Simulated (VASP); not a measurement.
**InAs5: single point with PBE**

The system is InAs5.

```
In As
1.0
     5.89021    0.00000    0.00000
    -2.94510    5.10107    0.00000
     0.00000    0.00000    4.96911
In As
1 5
Direct
  0.00000 0.00000 0.00000
  0.33333 0.66667 0.00000
  0.66667 0.33333 0.00000
  0.50000 0.00000 0.50000
  0.50000 0.50000 0.50000
  0.00000 0.50000 0.50000
```

```
Program             : VASP 6.6.1
Task                : single point
Functional          : PBE
Potentials or basis : VASP PAW PBE potentials, release 64 (In_d, As)
Cutoff              : 520 eV
k mesh              : 3 × 3 × 4
Occupations         : gaussian, width 0.1 eV
Spin                : no spin polarisation
```

```yaml
Pressure: -4.0 GPa
Band_gap_on_the_k_mesh: zero (band 19 reaches 4.82 eV, above the bottom of band 20 at 3.94 eV)
```

Stress tensor (GPa, compression positive):
```
-4.53  0.00  0.00
 0.00 -4.53  0.00
 0.00  0.00 -2.84
```

Levels at points of the mesh, in eV from the Fermi level:
```csv
k point,band 15,band 16,band 17,band 18,band 19,band 20,band 21,band 22,band 23,band 24
"(0.00, 0.00, 0.00)",-3.86,-1.68,-1.68,-1.46,-0.77,-0.77,0.30,0.30,2.87,3.02
"(0.00, 0.00, 0.50)",-3.35,-3.35,-1.55,-1.55,-0.33,0.00,0.59,2.46,2.95,3.22
```

Wall time 47 s on 1 thread of Intel Xeon 6975P-C, with other jobs on the host, peak memory 0.29 GiB.

Caveat: the k points lie up to 0.41 Å⁻¹ apart; spin-orbit coupling is left out, which moves the levels of the heavy elements.
